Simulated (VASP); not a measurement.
Write the native input for VASP 6.6.1 that does the following.

```
Task                   : single point
Functional             : PBE
Potentials or basis    : VASP PAW PBE potentials, release 64 (Sr_sv, Ti_sv, O)
Cutoff                 : 520 eV
k mesh                 : 8 × 8 × 8
Occupations            : gaussian, width 0.02 eV
Spin                   : no spin polarisation
Hubbard terms          : Ti d U = 4.0 eV
Dipole correction      : no
Further INCAR settings : ALGO = Normal; EDIFF = 1e-07; NBANDS = 28
```

The structure of SrTiO3 lies in POSCAR:

```
SrTiO3
1.0
    3.9471047620      0.0000000000      0.0000000000
    0.0000000000      3.9471047620      0.0000000000
    0.0000000000      0.0000000000      3.9471047620
Sr Ti O
1 1 3
Direct
    0.0000000000      0.0000000000      0.0000000000
    0.5000000000      0.5000000000      0.5000000000
    0.0000000000      0.5000000000      0.5000000000
    0.5000000000      0.0000000000      0.5000000000
    0.5000000000      0.5000000000      0.0000000000
```

These files were run (other wordings do the same):

INCAR

```
SYSTEM = SrTiO3
  PREC = Accurate
  ENCUT = 520
  EDIFF = 1E-7
  ISMEAR = 0
  SIGMA = 0.02
  LREAL = .FALSE.
  LASPH = .TRUE.
  NELM = 150
  ALGO = Normal
  ISIF = 2
  LWAVE = .FALSE.
  LCHARG = .TRUE.
  LMAXMIX = 4
  LDAU = .TRUE.
  LDAUTYPE = 2
  LDAUL = -1 2 -1
  LDAUU = 0 4 0
  LDAUJ = 0 0 0
  LDAUPRINT = 1
  GGA = PE
  LELF = .TRUE.
  LVHAR = .TRUE.
  NBANDS = 28
```

KPOINTS

```
Automatic mesh
0
G
  8 8 8
  0 0 0
```

Potentials or basis: VASP PAW PBE potentials, release 64 (Sr_sv, Ti_sv, O).

Launch:

```sh
$ cat potpaw_PBE.64/Sr_sv/POTCAR potpaw_PBE.64/Ti_sv/POTCAR potpaw_PBE.64/O/POTCAR > POTCAR
$ mpirun -np 1 vasp_std > vasp.out
```

It gave:

- Pressure: 2.7 GPa
- Band gap on the k mesh: 2.31 eV, indirect (least direct gap 2.74 eV)

Wall time 30 s on 1 thread of Intel(R) Xeon(R) 6975P-C (Granite Rapids) (shared host), peak memory 0.21 GiB.
